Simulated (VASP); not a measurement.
Wanted: the native input for a VASP 6.6.1 run.

```yaml
Task: single point
Functional: PBE
Potentials_or_basis: VASP PAW PBE potentials, release 64 (In_d, Ru_pv)
Cutoff: 520 eV
k_mesh: 4 × 4 × 4
Occupations: gaussian, width 0.1 eV
Spin: no spin polarisation
Dipole_correction: no
Further_INCAR_settings: ALGO = Normal; EDIFF = 1e-07; NBANDS = 41
```

The structure of In4Ru lies in POSCAR:

```
In4Ru
1.0
   -3.0753658700      3.0753658700      3.0753658700
    3.0753658700     -3.0753658700      3.0753658700
    3.0753658700      3.0753658700     -3.0753658700
In Ru
4 1
Direct
    0.0000000000      0.0000000000      0.5000000000
    0.5000000000      0.0000000000      0.0000000000
    0.0000000000      0.5000000000      0.0000000000
    0.5000000000      0.5000000000      0.5000000000
    0.0000000000      0.0000000000      0.0000000000
```

The cell was built from a structure type or drawn by symmetry, and may not be a known phase.

One way to write it, as run:

INCAR

```
SYSTEM = In4Ru
  PREC = Accurate
  ENCUT = 520
  EDIFF = 1E-7
  ISMEAR = 0
  SIGMA = 0.1
  LREAL = .FALSE.
  LASPH = .TRUE.
  NELM = 100
  ALGO = Normal
  ISIF = 2
  LWAVE = .FALSE.
  LCHARG = .FALSE.
  GGA = PE
  NBANDS = 41
```

KPOINTS

```
regular mesh
0
G
  4 4 4
  0 0 0
```

Potentials or basis: VASP PAW PBE potentials, release 64 (In_d, Ru_pv).

Launch:

```console
$ cat potpaw_PBE.64/In_d/POTCAR potpaw_PBE.64/Ru_pv/POTCAR > POTCAR
$ mpirun -np 1 vasp_std > vasp.out
```

It gave:

```json
{
  "Pressure": "5.3 GPa",
  "Band gap on the k mesh": "zero (bands 33 and 34 overlap by 3.59 eV)"
}
```

Caveat: the k points lie up to 0.36 Å⁻¹ apart, too coarse for converged energies and pressures of a metal; spin-orbit coupling is left out, which moves the levels of the heavy elements.

It took 110 s on 1 thread of AMD EPYC 7571, on a shared host, peak memory 0.21 GiB.
